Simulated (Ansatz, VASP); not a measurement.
## One calculation of RbAs8, two programs

```
CELL_PARAMETERS angstrom
7.67706 0.00000 0.00000
-3.83853 6.64853 0.00000
0.00000 0.00000 5.45265
ATOMIC_POSITIONS crystal
Rb 0.00000 0.00000 0.50000
As 0.33333 0.66667 0.11569
As 0.33333 0.16667 0.11569
As 0.83333 0.66667 0.11569
As 0.83333 0.16667 0.11569
As 0.16667 0.83333 0.88431
As 0.16667 0.33333 0.88431
As 0.66667 0.83333 0.88431
As 0.66667 0.33333 0.88431
```

Alike in both runs: task relaxation of cell and atoms; functional PBE; dispersion D3(BJ); k mesh 3 × 3 × 4; occupations gaussian, width 0.1 eV; no spin polarisation.

|  | VASP | Ansatz |
| --- | --- | --- |
| version | VASP 6.6.1 | Ansatz 0.2.0 |
| potentials or method | VASP PAW PBE potentials, release 64 (Rb_sv, As), cutoff 600 eV | scalar-relativistic, plane waves, PAW |
| valence electrons in the cell | 49 | 129 |

```csv
,VASP,Ansatz,Ansatz less VASP
"gap on the k mesh at the Fermi level, each at its own relaxed structure (eV)",none,none,-
relaxed volume (Å³/atom),35.29,35.52,+0.228
relaxed cell length with the largest relative difference (Å),7.033,7.090,+0.0573
```

A gap of «none» marks a metal or a gap that the smearing closes. VASP's potentials hold 49 valence electrons a cell and Ansatz's 129, so a difference there can come from the potentials and not from the codes.
